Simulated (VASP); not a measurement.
Au: relaxation of cell and atoms with LDA

Au:

```
Au
1.0
     0.00000    2.07906    2.07906
     2.07906    0.00000    2.07906
     2.07906    2.07906    0.00000
Au
1
Cartesian
  0.0000 0.0000 0.0000
```

```json
{"Program": "VASP 6.6.1", "Task": "relaxation of cell and atoms", "Functional": "LDA", "Potentials or basis": "VASP PAW LDA potentials, release 64 (Au)", "Cutoff": "600 eV", "k mesh": "18 × 18 × 18", "Occupations": "gaussian, width 0.1 eV", "Spin": "no spin polarisation", "Dipole correction": "no", "Further INCAR settings": "ALGO = Normal; EDIFF = 1e-06; IBRION = 2; EDIFFG = -0.005; NSW = 70; ISIF = 3"}
```

```
Relaxed volume                         : 16.64 Å³/atom
Relaxed cell                           : a = 2.866 Å, b = 2.866 Å, c = 2.866 Å, α = 60.00°, β = 60.00°, γ = 60.00°
Space group after relaxing (to 0.05 Å) : Fm-3m (No. 225)
Energy gained by relaxing              : 54.2 meV/atom
Ionic steps                            : 7
Pressure after relaxing                : 0.0 GPa
```

The path:
```
step  energy change (eV)  largest force (eV/Å)  pressure (GPa)  volume (Å³)
   1              0.0000                0.0000          -11.98        17.97
   2              0.1252                0.0000           33.91        14.70
   3             -0.0541                0.0000           -0.52        16.69
   4             -0.0542                0.0000           -0.14        16.65
   5             -0.0542                0.0000            0.16        16.62
   6             -0.0542                0.0000           -0.20        16.66
   7             -0.0542                0.0000           -0.02        16.64
```

Final structure:
```
CELL_PARAMETERS angstrom
0.00000 2.02633 2.02633
2.02633 0.00000 2.02633
2.02633 2.02633 0.00000
ATOMIC_POSITIONS crystal
Au 0.00000 0.00000 0.00000
```

Levels at points of the mesh, in eV from the Fermi level:
| k point | band 3 | band 4 | band 5 | band 6 | band 7 | band 8 | band 9 |
| --- | --- | --- | --- | --- | --- | --- | --- |
| (0.00, 0.00, 0.00) | -4.82 | -4.82 | -3.21 | -3.21 | 14.47 | 18.56 | 18.56 |
| (0.50, 0.00, 0.00) | -4.85 | -1.95 | -1.95 | -1.10 | 3.20 | 13.93 | 17.22 |
| (0.50, 0.50, 0.00) | -1.99 | -1.62 | -1.62 | 0.92 | 5.96 | 10.01 | 10.01 |

It took 63 s on 1 thread of AMD EPYC 9R45 96-Core Processor (Zen 5), on a shared host, peak memory 0.15 GiB.

Caveat: spin-orbit coupling is left out, which moves the levels of the heavy elements. LDA usually gives volumes a few per cent too small.
